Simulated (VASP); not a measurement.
# LiF (I4/mmm) in VASP: G0W0 quasiparticle levels with PBE

Aim: the G0W0 quasiparticle levels of LiF with PBE.

All numbers are computed with VASP 6.6.1; they aren't measurements. Logs are shortened: lines on timing, memory, paths and dates and some standing lists are left out, and cuts for length are marked.

### Step 1. The cell of the first run

Symmetry: I4/mmm, No. 139, tetragonal system. Conventional cell: a = 2.807 Å, b = 2.807 Å, c = 4.003 Å, α = 90.00°, β = 90.00°, γ = 90.00°. Within 2.6 Å of Li (site symmetry 4/mmm) lie 6 F at 1.98 to 2.00 Å. F (site symmetry 4/mmm) has 6 Li at 1.98 to 2.00 Å within 2.6 Å.

### Step 2. G0W0 quasiparticle levels, PBE

Input file POSCAR:

```
LiF
1.0
    0.0000000000      1.9848973817      2.0013784472
    1.9848973817      0.0000000000      2.0013784472
    1.9848973817      1.9848973817      0.0000000000
Li F
1 1
Direct
    0.0000000000      0.0000000000      0.0000000000
    0.5000000000      0.5000000000      0.5000000000
```

Input file INCAR.step1:

```
SYSTEM = LiF
ALGO = Normal ; EDIFF = 1E-8
ENCUT = 500 ; GGA = PE
ISMEAR = 0 ; LASPH = .True.
LCHARG = .False. ; LREAL = .False.
LWAVE = .True. ; NELM = 80
PREC = Accurate ; SIGMA = 0.01
```

Input file INCAR.step2:

```
SYSTEM = LiF
ALGO = Exact ; EDIFF = 1E-8
ENCUT = 500 ; GGA = PE
ISMEAR = 0 ; ISTART = 1
LASPH = .True. ; LCHARG = .False.
LOPTICS = .True. ; LREAL = .False.
LWAVE = .True. ; NBANDS = 69
NELM = 1 ; PREC = Accurate
SIGMA = 0.01
```

Input file INCAR.step3:

```
SYSTEM = LiF
ALGO = EVGW0 ; EDIFF = 1E-8
ENCUT = 500 ; ENCUTGW = 150.0
GGA = PE ; ISMEAR = 0
ISTART = 1 ; LASPH = .True.
LCHARG = .False. ; LREAL = .False.
LWAVE = .False. ; NBANDS = 69
NBANDSGW = 12 ; NELMGW = 1
NOMEGA = 96 ; OMEGAMAX = 20
PREC = Accurate ; PRECFOCK = Fast
SIGMA = 0.01
```

Input file KPOINTS:

```
k-points
0
Gamma
  6 6 6
  0 0 0
```

Potentials or basis: VASP PAW PBE potentials, release 64 (Li_GW, F_GW).

Command:

```bash
> cat potpaw_PBE.64/Li_GW/POTCAR potpaw_PBE.64/F_GW/POTCAR > POTCAR
> cp INCAR.step1 INCAR
> mpirun -np 1 vasp_std > vasp.out
> cp INCAR.step2 INCAR
> mpirun -np 1 vasp_std > vasp.out
> cp INCAR.step3 INCAR
> mpirun -np 1 vasp_std > vasp.out
```

OUTCAR:

```text
SYSTEM = LiF
   EDIFF = 1E-8
   ENCUT = 500
   ENCUTGW = 150.0
   GGA = PE
   ISMEAR = 0
   ISTART = 1
   LASPH = .True.
   LREAL = .False.
   NELMGW = 1
   PREC = Accurate
   PRECFOCK = Fast

 ion  position               nearest neighbor table
   1  0.000  0.000  0.000-   2 1.98   2 1.98   2 1.98   2 1.98   2 2.00   2 2.00
   2  0.500  0.500  0.500-   1 1.98   1 1.98   1 1.98   1 1.98   1 2.00   1 2.00

  LATTYP: Found a body centered tetragonal cell.
 ALAT       =     2.8070687971
 C/A-ratio  =     1.4259561071

  Lattice vectors:

 A1 = (  -1.9848973817,   0.0000000000,   2.0013784472)
 A2 = (   1.9848973817,   0.0000000000,   2.0013784472)
 A3 = (   0.0000000000,   1.9848973817,  -2.0013784472)

Analysis of symmetry for initial positions (statically):
=====================================================================
 Subroutine PRICEL returns:
 Original cell was already a primitive cell.

 Routine SETGRP: Setting up the symmetry group for a
 body centered tetragonal supercell.

 Subroutine GETGRP returns: Found 16 space group operations
 (whereof 16 operations were pure point group operations)
 out of a pool of 16 trial point group operations.

The static configuration has the point symmetry D_4h.

Analysis of symmetry for dynamics (positions and initial velocities):
=====================================================================
 Subroutine PRICEL returns:
 Original cell was already a primitive cell.

 Routine SETGRP: Setting up the symmetry group for a
 body centered tetragonal supercell.

 Subroutine GETGRP returns: Found 16 space group operations
 (whereof 16 operations were pure point group operations)
 out of a pool of 16 trial point group operations.

The dynamic configuration has the point symmetry D_4h.

 Subroutine INISYM returns: Found 16 space group operations
 (whereof 16 operations are pure point group operations),
 and found     1 'primitive' translations

----------------------------------------------------------------------------------------

[... 92 lines left out ...]
   EDIFF  = 0.1E-07   stopping-criterion for ELM
   LREAL  =      F    real-space projection
   EDIFFG = 0.1E-06   stopping-criterion for IOM
   NSW    =      0    number of steps for IOM
   IBRION =     -1    ionic relax: 0-MD 1-quasi-New 2-CG
   NFREE  =      0    steps in history (QN), initial steepest desc. (CG)
   ISIF   =      0    stress and relaxation
   ISYM   =      3    0-nonsym 1-usesym 2-fastsym
   POTIM  = 0.5000    time-step for ionic-motion
   TEBEG  =    0.0;   TEEND  =   0.0 temperature during run
   PSTRESS=    0.0 pullay stress
   NELECT =       8.0000    total number of electrons
   NUPDOWN=      -1.0000    fix difference up-down
   EMIN   =  10.00;   EMAX   =-10.00  energy-range for DOS
   EFERMI =   0.00;   METHOD = LEGACY
   ISMEAR =     0;   SIGMA  =   0.01  broadening in eV -4-tet -1-fermi 0-gaus
   EFERMI_NEDOS =   21; number of points for ismear=-14 and -15
   IALGO  =     38    algorithm
   IMIX   =      4    mixing-type and parameters
     AMIX     =   0.40;   BMIX     =  1.00
     AMIX_MAG =   1.60;   BMIX_MAG =  1.00
  volume/ion in A,a.u.               =       7.89        53.21
  Fermi-wavevector in a.u.,A,eV,Ry     =   1.305649  2.467319 23.194108  1.704719
  Thomas-Fermi vector in A             =   2.436504
   LORBIT       =      0    0 simple, 1 ext, 2 COOP (PROOUT), +10 PAW based schemes
   GGA     = PE    functional components
   LHFCALC =     T    Hartree Fock is set to
   PRECFOCK=fast      Normal, Fast or Accurate (Low or Medium for compatibility)
   ENCUT4O =  -1.0   cutoff for four orbital integrals eV
   NKREDX  =     1    reduce k-point grid by
   NKREDY  =     1    reduce k-point grid by
   NKREDZ  =     1    reduce k-point grid by
   AEXX    =    1.0000 exact exchange contribution
   HFSCREEN=    0.0000 screening length (either q_TF or 0.3 A-1)
   HFSCREENC=   0.0000 screening length for correlation (either q_TF or 0.3 A-1)
   ENCUTFOCK=  -1.0 apply spherical cutoff to Coloumb kernel
   IVDW    =     0    specifies the selected vdW correction
   LEPSILON=     F    determine dielectric tensor
   LRPA    =     F    only Hartree local field effects (RPA)
   LRPAFORCE           =     F    calculate RPA forces
   ENCUTGW             = 150.0    cutoff for response function in eV
   ENCUTGWSOFT         = 120.0    soft cutoff for Coulomb kernel in GW response function in eV
   ENCUTLF             =  -1.0    cutoff for local field effects
   NELMGW              =     1    number of iterations in solving QP/BSE equation
   NELMHF              =     1    number of iterations in the inner HF iteration
   NKREDLFX            =     1    NKREDLFY  =   1   NKREDLFZ  =   1
 non-spin polarized calculation
 Gauss-broadening in eV      SIGMA  =   0.01
  energy-cutoff  :      500.00
  volume of cell :       15.77
 maximum number of plane-waves:       411
 NGX is ok and might be reduce to    24
  NGX = 12; NGY = 12; NGZ = 12
   NGX = 11   NGY = 11   NGZ = 11
 maximum number of plane-waves:        72

 QP shifts <psi_nk| G(iteration)W_0 |psi_nk>: iteration 1
 for sc-GW calculations column KS-energies equals QP-energies in previous step
 and V_xc(KS)=  KS-energies - (<T + V_ion + V_H > + <T+V_H+V_ion>^1  + <V_x>^1)

 k-point   1 :       0.0000    0.0000    0.0000
  band No.  KS-energies  QP-energies   sigma(KS)   V_xc(KS)     V^pw_x(r,r')   Z            occupation Imag(sigma)

      1     -23.1948     -27.1820     -27.6213     -22.2886     -36.5030       0.7477       2.0000       0.9567
      2      -3.0726      -5.7077     -26.1559     -22.9412     -30.7270       0.8197       2.0000       0.0415
      3      -3.0726      -5.7077     -26.1559     -22.9412     -30.7270       0.8197       2.0000       0.0415
      4      -3.0527      -5.6829     -26.1637     -22.9560     -30.7319       0.8200       2.0000       0.0417
      5       6.3073       8.0101      -8.6371     -10.5559      -5.5463       0.8874       0.0000      -0.0452
      6      21.2179      23.7506      -5.4781      -8.4285      -1.5285       0.8584       0.0000      -0.0925
      7      21.4154      23.9856      -5.5799      -8.5702      -1.6199       0.8595       0.0000      -0.0932
      8      21.4154      23.9856      -5.5799      -8.5702      -1.6199       0.8595       0.0000      -0.0932
      9      21.5676      23.3127      -6.5327      -8.5426      -2.6977       0.8682       0.0000      -0.1086
     10      21.6400      23.3714      -6.5074      -8.5036      -2.6666       0.8673       0.0000      -0.1123
     11      21.6400      23.3714      -6.5074      -8.5036      -2.6666       0.8673       0.0000      -0.1123
     12      24.8367      25.7044      -5.6759      -6.7352      -1.1041       0.8191       0.0000      -0.4655
[... 356 lines left out ...]
      1     -22.4679     -26.3757     -28.5805     -23.2230     -37.3354       0.7294       2.0000       0.8098
      2      -5.8220      -8.9310     -22.7057     -18.8593     -27.0591       0.8083       2.0000       0.0430
      3      -4.3299      -7.2213     -24.5704     -21.0161     -29.0495       0.8135       2.0000       0.0415
      4      -3.9375      -6.7462     -25.1202     -21.6777     -29.6458       0.8159       2.0000       0.0416
      5      11.2746      13.6185     -10.1485     -12.8790      -6.9896       0.8584       0.0000      -0.0447
      6      13.0104      15.0451      -8.1043     -10.4285      -4.7623       0.8755       0.0000      -0.0429
      7      15.4989      17.5881      -6.8537      -9.2409      -3.3036       0.8751       0.0000      -0.0449
      8      17.2111      19.7693      -7.4900     -10.4724      -3.7912       0.8577       0.0000      -0.0528
      9      19.3990      21.5452      -6.9662      -9.4899      -3.0583       0.8504       0.0000      -0.0752
     10      31.4389      34.3415      -8.0600     -11.0956      -3.5101       0.9562       0.0000      -0.9637
     11      33.2943      35.6178      -7.3596      -9.9843      -2.8696       0.8852       0.0000      -0.8143
     12      34.6783      37.0718      -6.2610      -9.0197      -1.8343       0.8676       0.0000      -0.8001

 [... further k-points ...]
```

Wall time 2.8 min (1 thread of Intel Xeon Platinum 8488C (Sapphire Rapids), shared host); peak memory 0.33 GiB.

What came out:

```yaml
Quasiparticle_gap: 13.69 eV
Least_direct_quasiparticle_gap: 13.69 eV
Band_gap_of_the_starting_levels_on_the_mesh: 9.36 eV
Least_direct_gap_of_the_starting_levels_on_the_mesh: 9.36 eV
```

Caveat: the k points lie up to 0.46 Å⁻¹ apart; bands, screening cutoff and mesh are small and nothing is extrapolated, so the quasiparticle values aren't converged.
